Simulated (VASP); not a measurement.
Hf:

```
Hf
1.0
    -1.80500    1.80500    1.80500
     1.80500   -1.80500    1.80500
     1.80500    1.80500   -1.80500
Hf
1
Direct
  0.00000 0.00000 0.00000
```

* Program: VASP 6.6.1
* Task: relaxation of cell and atoms
* Functional: revPBE
* Potentials or basis: VASP PAW PBE potentials, release 64 (Hf_pv)
* Cutoff: 600 eV
* k mesh: 10 × 10 × 10
* Occupations: fermi-dirac, width 0.05 eV
* Spin: no spin polarisation

At the start: pressure -3.3 GPa; volume 23.52 Å³/atom.

Task: How do energy, volume and symmetry change on relaxing?

Result: Over 4 steps the energy falls by 8.8 meV/atom and the volume is 22.69 Å³/atom (-3.6 %); space group Im-3m (No. 229, to 0.05 Å).

Step by step:
```csv
step,energy change (eV),largest force (eV/Å),pressure (GPa),volume (Å³)
1,0.0000,0.0000,-3.29,23.52
2,0.0001,0.0000,3.72,21.92
3,-0.0088,0.0000,-0.08,22.70
4,-0.0088,0.0000,0.04,22.69
```

Final structure:
```
Hf
1.0
    -1.78332    1.78332    1.78332
     1.78332   -1.78332    1.78332
     1.78332    1.78332   -1.78332
Hf
1
Cartesian
  1.7833 1.7833 1.7833
```

Caveat: the PAW data sets were made with another functional, which shifts forces and pressure a little.
